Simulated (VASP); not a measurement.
# Os (P6_3/mmc) in VASP: further runs, part 2 of 2

VASP 6.6.1. The steps go on from the part before.

## 4. Single point, LDA

File INCAR:

```
PREC     = Accurate       # precision mode
ENCUT    = 520            # plane-wave cutoff, eV
EDIFF    = 1E-6           # SCF threshold, eV
ISMEAR   = -1             # smearing method
SIGMA    = 0.05           # smearing width, eV
LREAL    = F              # projectors in reciprocal space
LASPH    = T              # aspherical terms in the spheres
NELM     = 100            # most SCF steps
ALGO     = Normal         # electronic algorithm
ISIF     = 2              # what is computed and relaxed
LWAVE    = F              # write WAVECAR
LCHARG   = F              # write CHGCAR
NBANDS   = 15             # bands
```

File KPOINTS:

```
regular mesh
0
Gamma
  20 20 11
```

File POSCAR:

```
Os
1.0
    2.7164909102      0.0000000000      0.0000000000
   -1.3582454551      2.3525501374      0.0000000000
    0.0000000000      0.0000000000      4.2871511311
Os
2
Direct
    0.3333333333      0.6666666667      0.2500000000
    0.6666666667      0.3333333333      0.7500000000
```

Potentials or basis: VASP PAW LDA potentials, release 64 (Os).

On the command line:

```console
$ cat potpaw_LDA.64/Os/POTCAR > POTCAR
$ mpirun -np 1 vasp_std > vasp.out
```

OUTCAR:

```text
PREC = Accurate
   ENCUT = 520
   EDIFF = 1E-6
   ISMEAR = -1
   LREAL = F
   LASPH = T
   NELM = 100
   ISIF = 2

 ion  position               nearest neighbor table
   1  0.333  0.667  0.250-   2 2.66   2 2.66   2 2.66   2 2.66   2 2.66   2 2.66
   2  0.667  0.333  0.750-   1 2.66   1 2.66   1 2.66   1 2.66   1 2.66   1 2.66

  LATTYP: Found a hexagonal cell.
 ALAT       =     2.7164909102
 C/A-ratio  =     1.5781945432

  Lattice vectors:

 A1 = (   2.7164909102,   0.0000000000,   0.0000000000)
 A2 = (  -1.3582454551,   2.3525501374,   0.0000000000)
 A3 = (   0.0000000000,   0.0000000000,   4.2871511311)

Analysis of symmetry for initial positions (statically):
=====================================================================
 Subroutine PRICEL returns:
 Original cell was already a primitive cell.

 Routine SETGRP: Setting up the symmetry group for a
 hexagonal supercell.

 Subroutine GETGRP returns: Found 24 space group operations
 (whereof 12 operations were pure point group operations)
 out of a pool of 24 trial point group operations.

The static configuration has the point symmetry D_3d.
 The point group associated with its full space group is D_6h.

Analysis of symmetry for dynamics (positions and initial velocities):
=====================================================================
 Subroutine PRICEL returns:
 Original cell was already a primitive cell.

 Routine SETGRP: Setting up the symmetry group for a
 hexagonal supercell.

 Subroutine GETGRP returns: Found 24 space group operations
 (whereof 12 operations were pure point group operations)
 out of a pool of 24 trial point group operations.

The dynamic configuration has the point symmetry D_3d.
 The point group associated with its full space group is D_6h.

 Subroutine INISYM returns: Found 24 space group operations
 (whereof 12 operations are pure point group operations),
 and found     1 'primitive' translations

----------------------------------------------------------------------------------------

                                     Primitive cell

[... 120 lines left out ...]
   LRPA    =     F    only Hartree local field effects (RPA)
 non-spin polarized calculation
  energy-cutoff  :      520.00
  volume of cell :       27.40
 maximum number of plane-waves:       752
   NGX = 11   NGY = 11   NGZ = 15

 number of electron      15.9999998 magnetization

 Free energy of the ion-electron system (eV)
  ---------------------------------------------------
  ext. energy  EPLUGINS =         0.00000000
  ---------------------------------------------------
  free energy    TOTEN  =       -25.31143820 eV

  energy without entropy =      -25.30134036  energy(sigma->0) =      -25.30638928

 E-fermi :   9.7646     XC(G=0): -14.2983

 val. band max:        9.7544584788   @ k =   0.4000   0.0500   0.3636
 cond. band min:       9.7694489735   @ k =   0.5000  -0.0000   0.3636
 fundamental gap:      0.0149904946
 Fermi energy:         9.7646057460

 k-point     1 :       0.0000    0.0000    0.0000
  band No.  band energies     occupation
      1      -1.3396      2.00000
      2       1.7519      2.00000
      3       6.5463      2.00000
      4       6.5463      2.00000
      5       6.8223      2.00000
      6       7.4178      2.00000
      7       7.4178      2.00000
      8       8.0850      2.00000
      9       8.0850      2.00000
     10       9.8791      0.18382
     11      11.4463      0.00000
     12      11.4463      0.00000
     13      19.0594      0.00000
     14      23.8199      0.00000
[... 401 lines left out ...]
      2       3.2697      2.00000
      3       4.2757      2.00000
      4       5.0388      2.00000
      5       6.3051      2.00000
      6       6.7560      2.00000
      7       7.6320      2.00000
      8       9.2280      1.99996
      9       9.9515      0.04646
     10      10.8882      0.00000
     11      12.1924      0.00000
     12      18.4684      0.00000
     13      19.2871      0.00000
     14      22.1174      0.00000
     15      24.0238      0.00000

 [... further k-points ...]

------------------------ aborting loop because EDIFF is reached ----------------------------------------

  FORCE on cell =-STRESS in cart. coord.  units (eV):
  Direction    XX          YY          ZZ          XY          YZ          ZX
  --------------------------------------------------------------------------------------
  -------------------------------------------------------------------------------------
  Total        0.1767063      0.1767063      0.1542866      0.0000000      0.0000000     -0.0000000
  in kB       10.3334815     10.3334815      9.0224159      0.0000000      0.0000000     -0.0000000
  external PRESSURE =       9.8964596 kB  Pullay stress =       0.0000000 kB

 VOLUME and BASIS-vectors are now :
 -----------------------------------------------------------------------------
  energy-cutoff  :      520.00
  volume of cell :       27.40
      direct lattice vectors                 reciprocal lattice vectors
     2.716490910  0.000000000  0.000000000     0.368121975  0.212535322  0.000000000
    -1.358245455  2.352550137  0.000000000     0.000000000  0.425070643  0.000000000
     0.000000000  0.000000000  4.287151131     0.000000000  0.000000000  0.233255131

 POSITION                                       TOTAL-FORCE (eV/Angst)
 -----------------------------------------------------------------------------------
     -0.00000      1.56837      1.07179         0.000000      0.000000      0.000000
      1.35825      0.78418      3.21536        -0.000000     -0.000000      0.000000
 -----------------------------------------------------------------------------------
    total drift:                               -0.000000      0.000000     -0.000000

  FREE ENERGIE OF THE ION-ELECTRON SYSTEM (eV)
  ---------------------------------------------------
  free  energy   TOTEN  =       -25.3114381978 eV

  energy  without entropy=      -25.3013403557  energy(sigma->0) =      -25.30638928
```

Run time: 32 s. Hardware: 1 thread of Intel Xeon 6975P-C (Granite Rapids), shared host; peak memory 0.2 GiB.

What came out:

- Free energy: -25.3114 eV
- Pressure: 1.0 GPa
- Band gap on the k mesh: zero (bands 8 and 9 overlap by 4.08 eV)

Caveat: spin-orbit coupling is left out, which moves the levels of the heavy elements.
